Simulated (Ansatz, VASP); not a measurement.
# One calculation of KF, two programs

INCAR

```
SYSTEM = KF
ALGO = Normal
EDIFF = 1E-8
ENCUT = 520
GGA = PS
ISIF = 2
ISMEAR = -1
LASPH = .True.
LCHARG = .False.
LEFG = .True.
LREAL = .False.
LWAVE = .False.
NBANDS = 15
NELM = 60
PREC = Accurate
SIGMA = 0.03
```

KPOINTS

```
k-points
0
Gamma
  8 8 8
  0 0 0
```

Contents of POSCAR:

```
KF
1.0
    0.0000000000      2.6718500000      2.6718500000
    2.6718500000      0.0000000000      2.6718500000
    2.6718500000      2.6718500000      0.0000000000
K F
1 1
Direct
    0.0000000000      0.0000000000      0.0000000000
    0.5000000000      0.5000000000      0.5000000000
```

Input for Ansatz:

```yaml
crystal:
  lattice:
    - [0.0, 2.67185, 2.67185]
    - [2.67185, 0.0, 2.67185]
    - [2.67185, 2.67185, 0.0]
  atoms:
    - { symbol: K, position: [0.0, 0.0, 0.0] }
    - { symbol: F, position: [0.5, 0.5, 0.5] }
kpoints:
  mp_grid: { grid: [8, 8, 8] }
scf:
  occupations: { method: fermi_dirac, width: 0.03 }
hamiltonian:
  xc: pbesol
  pseudopotentials: { kind: paw }
output:
  forces: true
  stress: true
  eigenvalues: true
  efg: { contact_densities: true }
  populations: true
```

Change from the starting cell: shortest bond scaled by 1, PAW files.

Alike in both runs: task electric field gradients; functional PBEsol; k mesh 8 × 8 × 8; occupations fermi-dirac, width 0.03 eV; no spin polarisation.

|  | VASP | Ansatz |
| --- | --- | --- |
| version | VASP 6.6.1 | Ansatz 0.2.0 |
| potentials or method | VASP PAW PBE potentials, release 64 (K_sv, F) | PAW with Ansatz's default frozen-core files, scalar-relativistic |
| plane-wave cutoff (eV) | 520 | 420 |
| valence electrons in the cell | 16 | 16 |

```csv
,VASP,Ansatz,Ansatz less VASP
gap on the k mesh at the Fermi level (eV),6.03,6.05,+0.016
pressure (GPa),-0.6,-0.7,-0.04
```

VASP's potentials were made for PBE, not for PBEsol.
